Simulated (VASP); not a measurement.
Si, 2 atoms in the cell. It takes space group Fd-3m (No. 227, cubic). The conventional cell has a = 5.444 Å, b = 5.444 Å, c = 5.444 Å, α = 90.00°, β = 90.00°, γ = 90.00°. Si (site symmetry -43m) has 4 Si at 2.36 Å within 3.1 Å. 

* Program: VASP 6.6.1
* Task: G0W0 quasiparticle levels
* Functional: PBE
* Potentials or basis: VASP PAW PBE potentials, release 64 (Si_GW)
* Cutoff: 500 eV
* k mesh: 4 × 4 × 4
* Occupations: gaussian, width 0.01 eV
* Spin: no spin polarisation
* Dipole correction: no
* GW scheme: G0W0
* GW iterations: 1
* Cutoff of the response function: 80
* Frequency points: 48
* Empty bands: 65
* Further INCAR settings: ALGO = EVGW0; EDIFF = 1e-08; NBANDS = 69

Potentials or basis: VASP PAW PBE potentials, release 64 (Si_GW).

Run with:

```console
$ cat potpaw_PBE.64/Si_GW/POTCAR > POTCAR
$ cp INCAR.step1 INCAR
$ mpirun -np 1 vasp_std > vasp.out
$ cp INCAR.step2 INCAR
$ mpirun -np 1 vasp_std > vasp.out
$ cp INCAR.step3 INCAR
$ mpirun -np 1 vasp_std > vasp.out
```

Hardware: 1 thread of Intel Xeon 6975P-C, with other jobs on the host.

Problem. How long does it take, and how much memory?

Solution. Wall time 52 s on 1 thread of Intel Xeon 6975P-C, with other jobs on the host, peak memory 0.35 GiB. Counts: k points 8.
